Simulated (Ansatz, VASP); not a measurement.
## TaN in VASP and in Ansatz

Contents of INCAR:

```
  ALGO = Normal
  EDIFF = 1E-6
  ENCUT = 520
  GGA = CA
  ISIF = 2
  ISMEAR = 0
  LASPH = T
  LCHARG = F
  LREAL = F
  LWAVE = F
  NBANDS = 42
  NELM = 100
  PREC = Accurate
  SIGMA = 0.15
```

File KPOINTS:

```
k-points
0
Gamma
  15 15 5
```

Contents of POSCAR:

```
TaN
1.0
    1.4532781440     -2.5171515829      0.0000000000
    0.0000000000      0.0000000000     -2.8514389807
    9.5856942676      5.5343031658      0.0000000000
Ta N
4 4
Direct
    0.5000000000      0.5000000000      0.8338650176
    0.0000000000      0.5000000000      0.1516242257
    0.5000000000      0.5000000000      0.3790378230
    0.0000000000      0.5000000000      0.6064514203
    0.0000000000      0.0000000000      0.7580604852
    0.5000000000      0.0000000000      0.0758196933
    0.0000000000      0.0000000000      0.3032332906
    0.5000000000      0.0000000000      0.5306468879
```

Input for Ansatz:

```yaml
crystal:
  lattice:
    - [1.453278144, -2.5171515829, 0.0]
    - [0.0, 0.0, -2.8514389807]
    - [9.5856942676, 5.5343031658, 0.0]
  atoms:
    - { symbol: Ta, position: [0.5, 0.5, 0.8338650176] }
    - { symbol: Ta, position: [0.0, 0.5, 0.1516242257] }
    - { symbol: Ta, position: [0.5, 0.5, 0.379037823] }
    - { symbol: Ta, position: [0.0, 0.5, 0.6064514203] }
    - { symbol: "N", position: [0.0, 0.0, 0.7580604852] }
    - { symbol: "N", position: [0.5, 0.0, 0.0758196933] }
    - { symbol: "N", position: [0.0, 0.0, 0.3032332906] }
    - { symbol: "N", position: [0.5, 0.0, 0.5306468879] }
basis:
  ecutwfc: 520.0
kpoints:
  mp_grid: { grid: [15, 15, 5] }
hamiltonian:
  xc: lda
  pseudopotentials: { kind: paw, azcp: { folder: soft_1 } }
scf:
  occupations: { method: gaussian, width: 0.15 }
output:
  forces: true
  stress: true
  eigenvalues: true
```

Alike in both runs: task single point; functional LDA; k mesh 15 × 15 × 5; occupations gaussian, width 0.15 eV; no spin polarisation.

```csv
,VASP,Ansatz
version,VASP 6.6.1,Ansatz 0.2.0
potentials or method,"VASP PAW LDA potentials, release 64 (Ta_pv, N), cutoff 520 eV","scalar-relativistic, plane waves, PAW"
valence electrons in the cell,64,72
```

Ansatz gave:

| Property | Result |
| --- | --- |
| gap on the k mesh at the Fermi level (eV) | none |
| pressure (GPa) | -9.9 |
| traceless stress, the component that is largest in VASP (GPa) | 4.51 |
| rms of the force components (eV/Å) | 0.708 |

What did VASP give for the same quantities?

gap on the k mesh at the Fermi level (eV): none; pressure (GPa): -8.3; traceless stress, the component that is largest in VASP (GPa): 4.71; rms of the force components (eV/Å): 0.718.

Ansatz warns that its potentials were made for another functional, while VASP's fit it. LDA's correlation is that of Perdew and Zunger in VASP and of Perdew and Wang (1992) in Ansatz. Atom by atom the forces differ by 0.025 eV/Å (rms over components). A gap of «none» marks a metal or a gap that the smearing closes. VASP's potentials hold 64 valence electrons a cell and Ansatz's 72, so a difference there can come from the potentials and not from the codes.

Neither program's run includes spin-orbit coupling.
